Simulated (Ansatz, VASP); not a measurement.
## CaS in VASP and in Ansatz

File INCAR:

```
SYSTEM = CaS
PREC = Accurate ; ENCUT = 500
EDIFF = 1E-6 ; ISMEAR = 0
SIGMA = 0.01 ; LREAL = .FALSE.
LASPH = .TRUE. ; NELM = 120
ALGO = Normal ; ISIF = 2
LWAVE = .FALSE. ; LCHARG = .TRUE.
GGA = CA ; LELF = .TRUE.
LVHAR = .TRUE. ; NBANDS = 15
GGA_COMPAT = .FALSE.
```

Contents of KPOINTS:

```
Automatic mesh
0
G
  6 6 6
  0 0 0
```

Contents of POSCAR:

```
CaS
1.0
    0.0000000000      2.7961273890      2.7961273890
    2.7961273890      0.0000000000      2.7961273890
    2.7961273890      2.7961273890      0.0000000000
Ca S
1 1
Direct
    0.0000000000      0.0000000000      0.0000000000
    0.5000000000      0.5000000000      0.5000000000
```

Input for Ansatz:

```yaml
crystal:
  lattice:
    - [0.0, 2.796127389, 2.796127389]
    - [2.796127389, 0.0, 2.796127389]
    - [2.796127389, 2.796127389, 0.0]
  atoms:
    - { symbol: Ca, position: [0.0, 0.0, 0.0] }
    - { symbol: S, position: [0.5, 0.5, 0.5] }
kpoints:
  mp_grid: { grid: [6, 6, 6] }
scf:
  occupations: { method: fixed }
  convergence: { dr2_threshold: 1.0e-10 }
hamiltonian:
  xc: lda
  pseudopotentials: { kind: all_electron, lapw: { basis_error: 0.0005 } }
output:
  forces: true
  stress: true
  eigenstates:
    kpoints:
      - [0.0, 0.0, 0.0]
      - [0.0, -0.5, -0.5]
      - [-0.5, 0.0, -0.5]
      - [-0.5, -0.5, 0.0]
      - [-0.5, 0.0, 0.0]
      - [0.0, -0.5, 0.0]
      - [0.0, 0.0, -0.5]
      - [-0.5, -0.5, -0.5]
  eigenvalues: true
```

Alike in both runs: task single point; functional LDA; k mesh 6 × 6 × 6; no spin polarisation.

|  | VASP | Ansatz |
| --- | --- | --- |
| version | VASP 6.6.1 | Ansatz 0.2.0 |
| potentials or method | VASP PAW LDA potentials, release 64 (Ca_sv, S), cutoff 500 eV | all-electron LAPW, scalar-relativistic |
| occupations | gaussian, width 0.01 eV | fixed |

Ansatz gave:

```
gap on the k mesh at the Fermi level (eV) : 2.01
pressure (GPa)                            : -1.0
```

Problem. Estimate VASP's values.

Solution. gap on the k mesh at the Fermi level (eV): 2.00; pressure (GPa): -0.7.

LDA's correlation is that of Perdew and Zunger in VASP and of Perdew and Wang (1992) in Ansatz. Ansatz ran all-electron here, and VASP with PAW potentials.
